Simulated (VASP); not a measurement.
# Mg (Pm-3m) in VASP: further runs, part 3 of 3

VASP 6.6.1. The steps go on from the part before.

**5. Single point, LDA**

This run uses another cell than the first one, of 25.91 Å³/atom, 1.250 times its volume.

File INCAR:

```
ALGO     = Normal         # electronic algorithm
EDIFF    = 1E-6           # SCF threshold, eV
ENCUT    = 520            # plane-wave cutoff, eV
GGA      = CA             # functional
ISIF     = 2              # what is computed and relaxed
ISMEAR   = -1             # smearing method
LASPH    = T              # aspherical terms in the spheres
LCHARG   = T              # write CHGCAR
LELF     = T              # ELF
LREAL    = F              # projectors in reciprocal space
LVHAR    = T            
LWAVE    = F              # write WAVECAR
NBANDS   = 7              # bands
NELM     = 60             # most SCF steps
PREC     = Accurate       # precision mode
SIGMA    = 0.05           # smearing width, eV
```

File KPOINTS:

```
k-points
0
Gamma
  15 15 15
```

File POSCAR:

```
Mg
1.0
    2.9590815737      0.0000000000      0.0000000000
    0.0000000000      2.9590815737      0.0000000000
    0.0000000000      0.0000000000      2.9590815737
Mg
1
Direct
    0.0000000000      0.0000000000      0.0000000000
```

Potentials or basis: VASP PAW LDA potentials, release 64 (Mg).

Command:

```bash
$ cat potpaw_LDA.64/Mg/POTCAR > POTCAR
$ mpirun -np 1 vasp_std > vasp.out
```

OUTCAR:

```text
EDIFF = 1E-6
   ENCUT = 520
   GGA = CA
   ISIF = 2
   ISMEAR = -1
   LASPH = T
   LREAL = F
   NELM = 60
   PREC = Accurate

 ion  position               nearest neighbor table
   1  0.000  0.000  0.000-

  LATTYP: Found a simple cubic cell.
 ALAT       =     2.9590815737

  Lattice vectors:

 A1 = (   2.9590815737,   0.0000000000,   0.0000000000)
 A2 = (   0.0000000000,   2.9590815737,   0.0000000000)
 A3 = (   0.0000000000,   0.0000000000,   2.9590815737)

Analysis of symmetry for initial positions (statically):
=====================================================================
 Subroutine PRICEL returns:
 Original cell was already a primitive cell.

 Routine SETGRP: Setting up the symmetry group for a
 simple cubic supercell.

 Subroutine GETGRP returns: Found 48 space group operations
 (whereof 48 operations were pure point group operations)
 out of a pool of 48 trial point group operations.

The static configuration has the point symmetry O_h .

Analysis of symmetry for dynamics (positions and initial velocities):
=====================================================================
 Subroutine PRICEL returns:
 Original cell was already a primitive cell.

 Routine SETGRP: Setting up the symmetry group for a
 simple cubic supercell.

 Subroutine GETGRP returns: Found 48 space group operations
 (whereof 48 operations were pure point group operations)
 out of a pool of 48 trial point group operations.

The dynamic configuration has the point symmetry O_h .

 Subroutine INISYM returns: Found 48 space group operations
 (whereof 48 operations are pure point group operations),
 and found     1 'primitive' translations

----------------------------------------------------------------------------------------

                                     Primitive cell

  volume of cell :      25.9102

  direct lattice vectors                    reciprocal lattice vectors
     2.959081574  0.000000000  0.000000000     0.337942694  0.000000000  0.000000000
     0.000000000  2.959081574  0.000000000     0.000000000  0.337942694  0.000000000
     0.000000000  0.000000000  2.959081574     0.000000000  0.000000000  0.337942694

  length of vectors
     2.959081574  2.959081574  2.959081574     0.337942694  0.337942694  0.337942694

  position of ions in fractional coordinates (direct lattice)
     0.000000000  0.000000000  0.000000000

  ion indices of the primitive-cell ions
   primitive index   ion index
                 1           1

----------------------------------------------------------------------------------------

 KPOINTS: k-points

Automatic generation of k-mesh.
 Grid dimensions read from file:
 generate k-points for:   15   15   15

 Generating k-lattice:

  Cartesian coordinates                     Fractional coordinates (reciprocal lattice)
     0.022529513  0.000000000  0.000000000     0.066666667  0.000000000  0.000000000
     0.000000000  0.022529513  0.000000000     0.000000000  0.066666667  0.000000000
     0.000000000  0.000000000  0.022529513     0.000000000  0.000000000  0.066666667

  Length of vectors
     0.022529513  0.022529513  0.022529513

  Shift w.r.t. Gamma in fractional coordinates (k-lattice)
     0.000000000  0.000000000  0.000000000

 Subroutine IBZKPT returns following result:
 ===========================================

 Found    120 irreducible k-points:

 Following reciprocal coordinates:
            Coordinates               Weight
  0.000000  0.000000  0.000000      1.000000
  0.066667  0.000000  0.000000      6.000000
  0.133333  0.000000  0.000000      6.000000
  0.200000  0.000000  0.000000      6.000000
  0.266667  0.000000  0.000000      6.000000
  0.333333  0.000000  0.000000      6.000000
[... 16 lines left out ...]
  0.266667  0.200000  0.000000     24.000000
  0.333333  0.200000  0.000000     24.000000
 [... further k-points ...]
   k-points           NKPTS =    120   k-points in BZ     NKDIM =    120   number of bands    NBANDS=      7
   number of dos      NEDOS =    301   number of ions     NIONS =      1
   total plane-waves  NPLWV =  13824
   dimension x,y,z NGX =    24 NGY =   24 NGZ =   24
   dimension x,y,z NGXF=    48 NGYF=   48 NGZF=   48
   ions per type =               1
   NGX,Y,Z   is equivalent  to a cutoff of  13.48, 13.48, 13.48 a.u.
   NGXF,Y,Z  is equivalent  to a cutoff of  26.97, 26.97, 26.97 a.u.
 SYSTEM =  unknown system
   PREC   = accura    normal or accurate (medium, high low for compatibility)
   ISTART =      0    job   : 0-new  1-cont  2-samecut
   ICHARG =      2    charge: 1-file 2-atom 10-const
   ISPIN  =      1    spin polarized calculation?
   LNONCOLLINEAR =      F non collinear calculations
   LSORBIT =      F    spin-orbit coupling
   LASPH  =      T    aspherical Exc in radial PAW
   ENCUT  =  520.0 eV  38.22 Ry    6.18 a.u.   5.50  5.50  5.50*2*pi/ulx,y,z
   NELM   =     60;   NELMIN=  2; NELMDL= -5     # of ELM steps
   EDIFF  = 0.1E-05   stopping-criterion for ELM
   LREAL  =      F    real-space projection
   EDIFFG = 0.1E-04   stopping-criterion for IOM
   NSW    =      0    number of steps for IOM
   IBRION =     -1    ionic relax: 0-MD 1-quasi-New 2-CG
   NFREE  =      0    steps in history (QN), initial steepest desc. (CG)
   ISIF   =      2    stress and relaxation
   ISYM   =      2    0-nonsym 1-usesym 2-fastsym
   POTIM  = 0.5000    time-step for ionic-motion
   TEBEG  =    0.0;   TEEND  =   0.0 temperature during run
   PSTRESS=    0.0 pullay stress
   NELECT =       2.0000    total number of electrons
   NUPDOWN=      -1.0000    fix difference up-down
   EMIN   =  10.00;   EMAX   =-10.00  energy-range for DOS
   EFERMI =   0.00;   METHOD = LEGACY
   ISMEAR =    -1;   SIGMA  =   0.05  broadening in eV -4-tet -1-fermi 0-gaus
   EFERMI_NEDOS =   21; number of points for ismear=-14 and -15
   IALGO  =     38    algorithm
   IMIX   =      4    mixing-type and parameters
     AMIX     =   0.40;   BMIX     =  1.00
     AMIX_MAG =   1.60;   BMIX_MAG =  1.00
  volume/ion in A,a.u.               =      25.91       174.85
  Fermi-wavevector in a.u.,A,eV,Ry     =   0.697046  1.317225  6.610699  0.485873
  Thomas-Fermi vector in A             =   1.780264
   LORBIT       =      0    0 simple, 1 ext, 2 COOP (PROOUT), +10 PAW based schemes
   GGA     = CA    functional components
   LHFCALC =     F    Hartree Fock is set to
   AEXX    =    0.0000 exact exchange contribution
   IVDW    =     0    specifies the selected vdW correction
   LEPSILON=     F    determine dielectric tensor
   LRPA    =     F    only Hartree local field effects (RPA)
 non-spin polarized calculation
  energy-cutoff  :      520.00
  volume of cell :       25.91
 maximum number of plane-waves:       739
 NGX is ok and might be reduce to    24
   NGX = 11   NGY = 11   NGZ = 11

 number of electron       2.0000000 magnetization

 Free energy of the ion-electron system (eV)
  ---------------------------------------------------
  ext. energy  EPLUGINS =         0.00000000
  ---------------------------------------------------
  free energy    TOTEN  =        -1.40997542 eV

  energy without entropy =       -1.40605758  energy(sigma->0) =       -1.40801650

 E-fermi :   1.8027     XC(G=0):  -8.2589

 val. band max:        1.7730424724   @ k =   0.4000   0.1333   0.0667
 cond. band min:       1.8972899990   @ k =   0.4000   0.4000   0.2667
 fundamental gap:      0.1242475266
 Fermi energy:         1.8027241701

 k-point     1 :       0.0000    0.0000    0.0000
  band No.  band energies     occupation
      1      -4.5835      2.00000
      2      10.1306      0.00000
      3      10.1306      0.00000
      4      11.6417      0.00000
      5      11.6417      0.00000
      6      11.6417      0.00000
      7      16.3659      0.00000

 k-point     2 :       0.0667    0.0000    0.0000
  band No.  band energies     occupation
      1      -4.5073      2.00000
      2       9.0453      0.00000
      3      10.1971      0.00000
      4      11.7044      0.00000
      5      11.7044      0.00000
      6      12.5343      0.00000
      7      16.7324      0.00000
[... 201 lines left out ...]
 k-point    23 :       0.2667    0.2000    0.0000
  band No.  band energies     occupation
      1      -2.6966      2.00000
      2       4.7666      0.00000
      3       7.1342      0.00000
      4      13.0865      0.00000
      5      13.2067      0.00000
      6      15.4960      0.00000
      7      19.2123      0.00000

 k-point    24 :       0.3333    0.2000    0.0000
  band No.  band energies     occupation
      1      -2.0269      2.00000
      2       3.3740      0.00000
      3       7.6788      0.00000
      4      12.4597      0.00000
      5      13.7697      0.00000
      6      15.3650      0.00000
      7      18.4317      0.00000

 [... further k-points ...]
[... 5 lines left out ...]
  --------------------------------------------------------------------------------------
  -------------------------------------------------------------------------------------
  Total       -0.0327190     -0.0327190     -0.0327190      0.0000000      0.0000000     -0.0000000
  in kB       -2.0232019     -2.0232019     -2.0232019      0.0000000      0.0000000     -0.0000000
  external PRESSURE =      -2.0232019 kB  Pullay stress =       0.0000000 kB

 VOLUME and BASIS-vectors are now :
 -----------------------------------------------------------------------------
  energy-cutoff  :      520.00
  volume of cell :       25.91
      direct lattice vectors                 reciprocal lattice vectors
     2.959081574  0.000000000  0.000000000     0.337942694  0.000000000  0.000000000
     0.000000000  2.959081574  0.000000000     0.000000000  0.337942694  0.000000000
     0.000000000  0.000000000  2.959081574     0.000000000  0.000000000  0.337942694

 POSITION                                       TOTAL-FORCE (eV/Angst)
 -----------------------------------------------------------------------------------
      0.00000      0.00000      0.00000         0.000000      0.000000      0.000000
 -----------------------------------------------------------------------------------
    total drift:                                0.000000      0.000000      0.000000

  FREE ENERGIE OF THE ION-ELECTRON SYSTEM (eV)
  ---------------------------------------------------
  free  energy   TOTEN  =        -1.4099754158 eV

  energy  without entropy=       -1.4060575839  energy(sigma->0) =       -1.40801650
```

Wall time 11 s (1 thread of Intel Xeon Platinum 8488C (Sapphire Rapids), shared host); peak memory 0.13 GiB.

Results:

* Free energy: -1.4100 eV
* Pressure: -0.2 GPa
* Band gap on the k mesh: zero (band 1 reaches 5.76 eV, above the bottom of band 2 at 0.22 eV)

**6. Summary**

```csv
cell,gap on the mesh (eV),pressure (GPa)
"a = 2.747 Å, 1 atom",none,8.5
"a = 2.857 Å, 1 atom",none,3.1
"a = 2.959 Å, 1 atom",none,-0.2
```

Alike in all rows: task single point; level LDA; potentials or basis VASP PAW LDA potentials, release 64 (Mg); no spin polarisation; k mesh 15 × 15 × 15; cutoff (eV) 520; smearing fermi-dirac 0.05 eV.

Total energies depend on the potentials used, so only differences within one code and one set of settings carry meaning.
